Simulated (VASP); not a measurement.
Here is a VASP 6.6.1 calculation.

File INCAR:

```
PREC = Accurate
ENCUT = 520
EDIFF = 1E-7
ISMEAR = -1
SIGMA = 0.05
LREAL = False
LASPH = True
NELM = 150
ALGO = Normal
ISIF = 2
LWAVE = False
LCHARG = False
ISPIN = 2
MAGMOM = 1.4
LORBIT = 11
NUPDOWN = 1.4
LMAXMIX = 4
GGA = PE
NBANDS = 15
```

Contents of KPOINTS:

```
regular mesh
0
Gamma
  15 15 15
```

POSCAR

```
Hf
1.0
    0.0000000000      2.2200000000      2.2200000000
    2.2200000000      0.0000000000      2.2200000000
    2.2200000000      2.2200000000      0.0000000000
Hf
1
Direct
    0.0000000000      0.0000000000      0.0000000000
```

Potentials or basis: VASP PAW PBE potentials, release 64 (Hf_pv).

The run is started by

```sh
$ cat potpaw_PBE.64/Hf_pv/POTCAR > POTCAR
$ mpirun -np 1 vasp_std > vasp.out
```

(1) Predict the pressure.

Results:

(1) 8.0 GPa.

Caveat: the total moment is fixed, so each spin has its own Fermi level.
